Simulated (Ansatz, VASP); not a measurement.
## Two plane-wave programs on Al

The input INCAR:

```
SYSTEM = Al
ALGO = Normal
DIPOL = 0.5 0.5 0.500
EDIFF = 1E-6
ENCUT = 520
GGA = PE
IDIPOL = 3
ISIF = 2
ISMEAR = 0
LASPH = .True.
LCHARG = .False.
LDIPOL = .True.
LREAL = .False.
LWAVE = .False.
NBANDS = 16
NELM = 80
PREC = Accurate
SIGMA = 0.1
```

The input KPOINTS:

```
k-points
0
Gamma
  12 12 1
  0 0 0
```

POSCAR

```
Al
1.0
    2.8578575428      0.0000000000      0.0000000000
   -1.4289287714      2.4749772324      0.0000000000
    0.0000000000      0.0000000000     24.3337236498
Al
5
Direct
    0.6666666667      0.3333333333      0.3082142342
    0.3333333333      0.6666666667      0.4041071171
    0.0000000000      0.0000000000      0.5000000000
    0.6666666667      0.3333333333      0.5958928829
    0.3333333333      0.6666666667      0.6917857658
```

Input for Ansatz:

```yaml
crystal:
  lattice:
    - [2.8578575428, 0.0, 0.0]
    - [-1.4289287714, 2.4749772324, 0.0]
    - [0.0, 0.0, 24.3337236498]
  atoms:
    - { symbol: Al, position: [0.6666666667, 0.3333333333, 0.3082142342] }
    - { symbol: Al, position: [0.3333333333, 0.6666666667, 0.4041071171] }
    - { symbol: Al, position: [0.0, 0.0, 0.5] }
    - { symbol: Al, position: [0.6666666667, 0.3333333333, 0.5958928829] }
    - { symbol: Al, position: [0.3333333333, 0.6666666667, 0.6917857658] }
basis:
  ecutwfc: 420
kpoints:
  mp_grid: { grid: [12, 12, 1] }
hamiltonian:
  xc: pbe
scf:
  occupations: { method: gaussian, width: 0.1 }
output:
  forces: true
  stress: true
  eigenvalues: true
  write_density: true
  write_potential: true
  elf: true
  volumetric_format: npy
efield:
  axis: 3
  dipole_correction: true
  ramp_width: 0.04
```

Alike in both runs: task single point; functional PBE; k mesh 12 × 12 × 1; occupations gaussian, width 0.1 eV; no spin polarisation.

```csv
,VASP,Ansatz
version,VASP 6.6.1,Ansatz 0.2.0
potentials or method,"VASP PAW PBE potentials, release 64 (Al), cutoff 520 eV","scalar-relativistic, plane waves, PAW"
valence electrons in the cell,15,15
```

|  | VASP | Ansatz | Ansatz less VASP |
| --- | --- | --- | --- |
| gap on the k mesh at the Fermi level (eV) | none | none | - |
| rms of the force components (eV/Å) | 0.049 | 0.049 | +0.0004 |

Atom by atom the forces differ by 0.001 eV/Å (rms over components). A gap of «none» marks a metal or a gap that the smearing closes. Ansatz's warnings: xc potential rough in thin density.
